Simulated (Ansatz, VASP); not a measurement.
Given: the input of a run of Ansatz 0.2.0 on FePt.

Contents of input.yaml:

```yaml
crystal:
  lattice:
    - [2.7235, 0.0, 0.0]
    - [0.0, 2.7235, 0.0]
    - [0.0, 0.0, 3.72]
  atoms:
    - { symbol: Pt, position: [0.5, 0.5, 0.5] }
    - { symbol: Fe, position: [0.0, 0.0, 0.0], spin: 3.0 }
hamiltonian:
  xc: pbesol
  pseudopotentials: { kind: paw }
  dispersion: d4
magnetization:
  spin_polarized: true
kpoints:
  mp_grid: { grid: [10, 10, 7] }
scf:
  occupations: { method: fermi_dirac, width: 0.05 }
output:
  forces: true
  stress: true
relax:
  f_tol: 0.01
  max_steps: 40
  cell: { stress_tol: 0.05 }
```

Potentials or basis: Ansatz PAW.

Launch:

```console
$ ansatz run input.yaml --threads 2 --pin off --max-ram 5632MiB --backend cpu --events-out ev --progress --plain --runs-dir out
```

**Question.** Translate it to VASP 6.6.1. Potentials there: VASP PAW PBE potentials, release 64 (Pt, Fe).

**Answer.** As run (the cutoff follows the program's own potentials):

The input INCAR:

```
PREC = Accurate ; ENCUT = 600
EDIFF = 1E-6 ; ISMEAR = -1
SIGMA = 0.05 ; LREAL = False
LASPH = True ; NELM = 150
ALGO = Normal ; ISIF = 3
LWAVE = False ; LCHARG = False
ISPIN = 2 ; MAGMOM = 0 3
LORBIT = 11 ; LMAXMIX = 4
GGA = PS ; IVDW = 13
IBRION = 2 ; NSW = 60
EDIFFG = -0.01
```

Contents of KPOINTS:

```
regular mesh
0
Gamma
  10 10 7
```

File POSCAR:

```
FePt
1.0
    2.7235000000      0.0000000000      0.0000000000
    0.0000000000      2.7235000000      0.0000000000
    0.0000000000      0.0000000000      3.7200000000
Pt Fe
1 1
Direct
    0.5000000000      0.5000000000      0.5000000000
    0.0000000000      0.0000000000      0.0000000000
```

Potentials or basis: VASP PAW PBE potentials, release 64 (Pt, Fe).

Launch:

```console
$ cat potpaw_PBE.64/Pt/POTCAR potpaw_PBE.64/Fe/POTCAR > POTCAR
$ mpirun -np 1 vasp_std > vasp.out
```

Both were run:

|  | VASP | Ansatz | Ansatz less VASP |
| --- | --- | --- | --- |
| net moment per atom (μB) | 1.60 | 1.60 | +0.002 |
| size of the moment on the site where the two differ most (μB) | 0.33 | 0.39 | +0.055 |
| relaxed volume (Å³/atom) | 13.22 | 13.23 | +0.015 |
| relaxed length of the cell vector where the two differ most in proportion (Å) | 2.680 | 2.682 | +0.0015 |

VASP's potentials were made for PBE, not for PBEsol. Site moments also hang on the region over which each program counts them. VASP's potentials hold 18 valence electrons a cell and Ansatz's 34, so a difference there can come from the potentials and not from the codes.

Spin-orbit coupling is off throughout. Noted on Ansatz's run: the plane-wave basis is chosen anew once the cell has moved, so the energies of steps on either side of that aren't comparable.
